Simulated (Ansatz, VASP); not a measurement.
KF: VASP beside Ansatz

Contents of INCAR:

```
PREC     = Accurate       # precision mode
ENCUT    = 600            # plane-wave cutoff, eV
EDIFF    = 1E-6           # SCF threshold, eV
ISMEAR   = 0              # smearing method
SIGMA    = 0.1            # smearing width, eV
LREAL    = False          # projectors in reciprocal space
LASPH    = True           # aspherical terms in the spheres
NELM     = 120            # most SCF steps
ALGO     = Normal         # electronic algorithm
ISIF     = 2              # what is computed and relaxed
LWAVE    = False          # write WAVECAR
LCHARG   = False          # write CHGCAR
GGA      = PE             # functional
NBANDS   = 15             # bands
GGA_COMPAT= False
```

KPOINTS

```
regular mesh
0
Gamma
  6 6 6
```

POSCAR

```
KF
1.0
    0.0000000000      2.9874966000      2.9874966000
    2.9874966000      0.0000000000      2.9874966000
    2.9874966000      2.9874966000      0.0000000000
K F
1 1
Direct
    0.0000000000      0.0000000000      0.0000000000
    0.7500000000      0.7500000000      0.7500000000
```

Input for Ansatz:

```yaml
crystal:
  lattice:
    - [0.0, 2.9874966, 2.9874966]
    - [2.9874966, 0.0, 2.9874966]
    - [2.9874966, 2.9874966, 0.0]
  atoms:
    - { symbol: K, position: [0.0, 0.0, 0.0] }
    - { symbol: F, position: [0.75, 0.75, 0.75] }
basis:
  ecutwfc: 420
kpoints:
  mp_grid: { grid: [6, 6, 6] }
hamiltonian:
  xc: pbe
scf:
  occupations: { method: gaussian, width: 0.1 }
  lower_state_search: "off"
output:
  forces: true
  stress: true
  eigenvalues: true
```

Change from the starting cell: species swapped into the MgSe type (F-43m, No. 216).

Alike in both runs: task single point; functional PBE; k mesh 6 × 6 × 6; occupations gaussian, width 0.1 eV; no spin polarisation.

|  | VASP | Ansatz |
| --- | --- | --- |
| version | VASP 6.6.1 | Ansatz 0.2.0 |
| potentials or method | VASP PAW PBE potentials, release 64 (K_sv, F), cutoff 600 eV | scalar-relativistic, plane waves, PAW |
| valence electrons in the cell | 16 | 16 |

VASP gave:

| Quantity | Value |
| --- | --- |
| gap on the k mesh at the Fermi level (eV) | 5.02 |
| least direct gap on the mesh (eV) | 5.19 |
| pressure (GPa) | -0.3 |

Problem. Estimate Ansatz's values.

Solution. gap on the k mesh at the Fermi level (eV): 5.03; least direct gap on the mesh (eV): 5.20; pressure (GPa): -0.2.
